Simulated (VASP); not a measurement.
# Li (P6_3/mmc) in VASP: single point with PBEsol

Aim: the single point of Li with PBEsol.

Program: VASP 6.6.1. These are calculated values, not measurements. Logs are shortened: lines on timing, memory, paths and dates and some standing lists are left out, and cuts for length are marked.

### 1 The cell of the first run

Symmetry: P6_3/mmc, No. 194, hexagonal system. The conventional cell has a = 3.055 Å, b = 3.055 Å, c = 4.995 Å, α = 90.00°, β = 90.00°, γ = 120.00°. Li (site symmetry -6m2) has 12 Li at 3.06 Å within 4.0 Å.

### 2 Single point, PBEsol

INCAR

```
ALGO = Normal
EDIFF = 1E-6
ENCUT = 520
GGA = PS
ISIF = 2
ISMEAR = -1
LASPH = T
LCHARG = T
LELF = T
LREAL = F
LVHAR = T
LWAVE = F
NBANDS = 10
NELM = 60
PREC = Accurate
SIGMA = 0.1
```

KPOINTS

```
k-points
0
Gamma
  14 14 8
```

POSCAR

```
Li
1.0
    3.0552949053      0.0000000000      0.0000000000
   -1.5276474527      2.6459630040      0.0000000000
    0.0000000000      0.0000000000      4.9953145732
Li
2
Direct
    0.3333333333      0.6666666667      0.2500000000
    0.6666666667      0.3333333333      0.7500000000
```

Potentials or basis: VASP PAW PBE potentials, release 64 (Li_sv).

Run with:

```bash
$ cat potpaw_PBE.64/Li_sv/POTCAR > POTCAR
$ mpirun -np 1 vasp_std > vasp.out
```

OUTCAR:

```text
EDIFF = 1E-6
   ENCUT = 520
   GGA = PS
   ISIF = 2
   ISMEAR = -1
   LASPH = T
   LREAL = F
   NELM = 60
   PREC = Accurate

 ion  position               nearest neighbor table
   1  0.333  0.667  0.250-
   2  0.667  0.333  0.750-

  LATTYP: Found a hexagonal cell.
 ALAT       =     3.0552949053
 C/A-ratio  =     1.6349696930

  Lattice vectors:

 A1 = (   3.0552949053,   0.0000000000,   0.0000000000)
 A2 = (  -1.5276474527,   2.6459630040,   0.0000000000)
 A3 = (   0.0000000000,   0.0000000000,   4.9953145732)

Analysis of symmetry for initial positions (statically):
=====================================================================
 Subroutine PRICEL returns:
 Original cell was already a primitive cell.

 Routine SETGRP: Setting up the symmetry group for a
 hexagonal supercell.

 Subroutine GETGRP returns: Found 24 space group operations
 (whereof 12 operations were pure point group operations)
 out of a pool of 24 trial point group operations.

The static configuration has the point symmetry D_3d.
 The point group associated with its full space group is D_6h.

Analysis of symmetry for dynamics (positions and initial velocities):
=====================================================================
 Subroutine PRICEL returns:
 Original cell was already a primitive cell.

 Routine SETGRP: Setting up the symmetry group for a
 hexagonal supercell.

 Subroutine GETGRP returns: Found 24 space group operations
 (whereof 12 operations were pure point group operations)
 out of a pool of 24 trial point group operations.

The dynamic configuration has the point symmetry D_3d.
 The point group associated with its full space group is D_6h.

 Subroutine INISYM returns: Found 24 space group operations
 (whereof 12 operations are pure point group operations),
 and found     1 'primitive' translations

----------------------------------------------------------------------------------------

                                     Primitive cell

  volume of cell :      40.3831

  direct lattice vectors                    reciprocal lattice vectors
     3.055294905  0.000000000  0.000000000     0.327300647  0.188967117  0.000000000
    -1.527647453  2.645963004  0.000000000     0.000000000  0.377934234  0.000000000
     0.000000000  0.000000000  4.995314573     0.000000000  0.000000000  0.200187593

  length of vectors
[... 87 lines left out ...]
   NFREE  =      0    steps in history (QN), initial steepest desc. (CG)
   ISIF   =      2    stress and relaxation
   ISYM   =      2    0-nonsym 1-usesym 2-fastsym
   POTIM  = 0.5000    time-step for ionic-motion
   TEBEG  =    0.0;   TEEND  =   0.0 temperature during run
   PSTRESS=    0.0 pullay stress
   NELECT =       6.0000    total number of electrons
   NUPDOWN=      -1.0000    fix difference up-down
   EMIN   =  10.00;   EMAX   =-10.00  energy-range for DOS
   EFERMI =   0.00;   METHOD = LEGACY
   ISMEAR =    -1;   SIGMA  =   0.10  broadening in eV -4-tet -1-fermi 0-gaus
   EFERMI_NEDOS =   21; number of points for ismear=-14 and -15
   IALGO  =     38    algorithm
   IMIX   =      4    mixing-type and parameters
     AMIX     =   0.40;   BMIX     =  1.00
     AMIX_MAG =   1.60;   BMIX_MAG =  1.00
  volume/ion in A,a.u.               =      20.19       136.26
  Fermi-wavevector in a.u.,A,eV,Ry     =   0.867079  1.638542 10.229214  0.751826
  Thomas-Fermi vector in A             =   1.985561
   LORBIT       =      0    0 simple, 1 ext, 2 COOP (PROOUT), +10 PAW based schemes
   GGA     = PS    functional components
   LHFCALC =     F    Hartree Fock is set to
   AEXX    =    0.0000 exact exchange contribution
   IVDW    =     0    specifies the selected vdW correction
   LEPSILON=     F    determine dielectric tensor
   LRPA    =     F    only Hartree local field effects (RPA)
 non-spin polarized calculation
  energy-cutoff  :      520.00
  volume of cell :       40.38
 maximum number of plane-waves:      1108
 NGX is ok and might be reduce to    24
   NGX = 11   NGY = 11   NGZ = 19

 number of electron       6.0000001 magnetization

 Free energy of the ion-electron system (eV)
  ---------------------------------------------------
  ext. energy  EPLUGINS =         0.00000000
  ---------------------------------------------------
  free energy    TOTEN  =        -3.95162648 eV

  energy without entropy =       -3.92091253  energy(sigma->0) =       -3.93626951

 E-fermi :   0.6214     XC(G=0):  -7.0271

 val. band max:        0.6121908213   @ k =   0.5000   0.0000   0.1250
 cond. band min:       0.6319853045   @ k =   0.1429  -0.0000   0.1250
 fundamental gap:      0.0197944833
 Fermi energy:         0.6213909723

 k-point     1 :       0.0000    0.0000    0.0000
  band No.  band energies     occupation
      1     -45.2685      2.00000
      2     -45.2493      2.00000
      3      -2.9226      2.00000
      4       0.6119      1.04739
      5       3.5730      0.00000
      6      13.1546      0.00000
      7      13.1546      0.00000
      8      14.5536      0.00000
      9      14.5536      0.00000
     10      15.1514      0.00000
[... 287 lines left out ...]
 k-point    24 :       0.3571    0.2857    0.0000
  band No.  band energies     occupation
      1     -45.2452      2.00000
      2     -45.2437      2.00000
      3       1.7118      0.00004
      4       2.5929      0.00000
      5       3.4543      0.00000
      6       6.6038      0.00000
      7       6.9112      0.00000
      8       7.3055      0.00000
      9       9.4090      0.00000
     10      11.1242      0.00000

 [... further k-points ...]

------------------------ aborting loop because EDIFF is reached ----------------------------------------

  FORCE on cell =-STRESS in cart. coord.  units (eV):
  Direction    XX          YY          ZZ          XY          YZ          ZX
  --------------------------------------------------------------------------------------
  -------------------------------------------------------------------------------------
  Total       -0.0153812     -0.0153812     -0.0141963      0.0000000      0.0000000      0.0000000
  in kB       -0.6102415     -0.6102415     -0.5632322      0.0000000      0.0000000      0.0000000
  external PRESSURE =      -0.5945717 kB  Pullay stress =       0.0000000 kB

 VOLUME and BASIS-vectors are now :
 -----------------------------------------------------------------------------
  energy-cutoff  :      520.00
  volume of cell :       40.38
      direct lattice vectors                 reciprocal lattice vectors
     3.055294905  0.000000000  0.000000000     0.327300647  0.188967117  0.000000000
    -1.527647453  2.645963004  0.000000000     0.000000000  0.377934234  0.000000000
     0.000000000  0.000000000  4.995314573     0.000000000  0.000000000  0.200187593

 POSITION                                       TOTAL-FORCE (eV/Angst)
 -----------------------------------------------------------------------------------
     -0.00000      1.76398      1.24883        -0.000000      0.000000      0.000000
      1.52765      0.88199      3.74649         0.000000     -0.000000     -0.000000
 -----------------------------------------------------------------------------------
    total drift:                               -0.000000      0.000000      0.000000

  FREE ENERGIE OF THE ION-ELECTRON SYSTEM (eV)
  ---------------------------------------------------
  free  energy   TOTEN  =        -3.9516264810 eV

  energy  without entropy=       -3.9209125310  energy(sigma->0) =       -3.93626951
```

OSZICAR:

```text
N       E                     dE             d eps       ncg     rms          rms(c)
DAV:   1     0.170956151090E+02    0.17096E+02   -0.32404E+03  2400   0.567E+02
DAV:   2    -0.140485562159E+01   -0.18500E+02   -0.18049E+02  3108   0.110E+02
DAV:   3    -0.390003119526E+01   -0.24952E+01   -0.24754E+01  3862   0.314E+01
DAV:   4    -0.395601615580E+01   -0.55985E-01   -0.55794E-01  3162   0.468E+00
DAV:   5    -0.395653251594E+01   -0.51636E-03   -0.51634E-03  3192   0.489E-01    0.487E-01
DAV:   6    -0.395303428804E+01    0.34982E-02   -0.13240E-03  3806   0.188E-01    0.271E-01
DAV:   7    -0.395158427789E+01    0.14500E-02   -0.27909E-03  3540   0.287E-01    0.365E-02
DAV:   8    -0.395163018890E+01   -0.45911E-04   -0.47954E-04  3150   0.136E-01    0.938E-03
DAV:   9    -0.395162705755E+01    0.31314E-05   -0.46094E-06  3232   0.157E-02    0.109E-03
DAV:  10    -0.395162648098E+01    0.57657E-06   -0.22002E-07  1986   0.447E-03
   1 F= -.39516265E+01 E0= -.39362695E+01  d E =-.307139E-01
```

Wall time 17 s (1 thread of AMD EPYC 9R45 (Zen 5), shared host); peak memory 0.14 GiB.

What came out:

| Item | Value |
| --- | --- |
| Free energy | -3.9516 eV |
| Band gap on the k mesh | zero (band 3 reaches 2.55 eV, above the bottom of band 4 at -1.81 eV) |

Levels at points of the mesh, in eV from the Fermi level:
| k point | band 1 | band 2 | band 3 | band 4 | band 5 | band 6 | band 7 |
| --- | --- | --- | --- | --- | --- | --- | --- |
| (0.00, 0.00, 0.00) | -45.89 | -45.87 | -3.54 | -0.01 | 2.95 | 12.53 | 12.53 |
| (0.50, 0.00, 0.00) | -45.87 | -45.86 | -0.07 | 1.06 | 4.71 | 5.86 | 6.29 |
| (0.00, 0.00, 0.50) | -45.88 | -45.88 | -2.43 | -2.43 | 8.00 | 8.00 | 13.45 |
| (0.50, 0.00, 0.50) | -45.87 | -45.87 | 0.70 | 0.70 | 3.54 | 3.54 | 9.88 |

Caveat: the cutoff is under 1.25 times the usual one of these potentials, so pressure, stress and relaxed cells hold a basis-set (Pulay) error; the PAW data sets were made with another functional, which shifts forces and pressure a little.
